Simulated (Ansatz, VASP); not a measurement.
One calculation of Pb, two programs

The input INCAR:

```
PREC = Accurate ; ENCUT = 520
EDIFF = 1E-6 ; ISMEAR = 0
SIGMA = 0.15 ; LREAL = False
LASPH = True ; NELM = 100
ALGO = Fast ; ISIF = 2
LWAVE = False ; LCHARG = False
GGA = PE ; NBANDS = 13
```

Contents of KPOINTS:

```
regular mesh
0
Gamma
  16 16 16
```

POSCAR

```
Pb
1.0
    0.0000000000      2.4698000000      2.5932900000
    2.4698000000      0.0000000000      2.5932900000
    2.4698000000      2.4698000000      0.0000000000
Pb
1
Direct
    0.0000000000      0.0000000000      0.0000000000
```

Input for Ansatz:

```yaml
crystal:
  lattice:
    - [0.0, 2.4698, 2.59329]
    - [2.4698, 0.0, 2.59329]
    - [2.4698, 2.4698, 0.0]
  atoms:
    - { symbol: Pb, position: [0.0, 0.0, 0.0] }
basis:
  ecutwfc: 420
kpoints:
  mp_grid: { grid: [16, 16, 16] }
hamiltonian:
  xc: pbe
scf:
  occupations: { method: gaussian, width: 0.15 }
output:
  forces: true
  stress: true
  eigenvalues: true
```

Change from the starting cell: strain +0.000 along x and y, +0.050 along z, atoms carried along.

Alike in both runs: task single point; functional PBE; k mesh 16 × 16 × 16; occupations gaussian, width 0.15 eV; no spin polarisation.

|  | VASP | Ansatz |
| --- | --- | --- |
| version | VASP 6.6.1 | Ansatz 0.2.0 |
| potentials or method | VASP PAW PBE potentials, release 64 (Pb_d), cutoff 520 eV | scalar-relativistic, plane waves, PAW |
| valence electrons in the cell | 14 | 14 |

|  | VASP | Ansatz | Ansatz less VASP |
| --- | --- | --- | --- |
| gap on the k mesh at the Fermi level (eV) | none | none | - |
| pressure (GPa) | 0.4 | 0.4 | +0.02 |
| traceless stress, the component that is largest in VASP (GPa) | -0.47 | -0.47 | -0.003 |

A gap of «none» marks a metal or a gap that the smearing closes.

Neither program's run includes spin-orbit coupling.
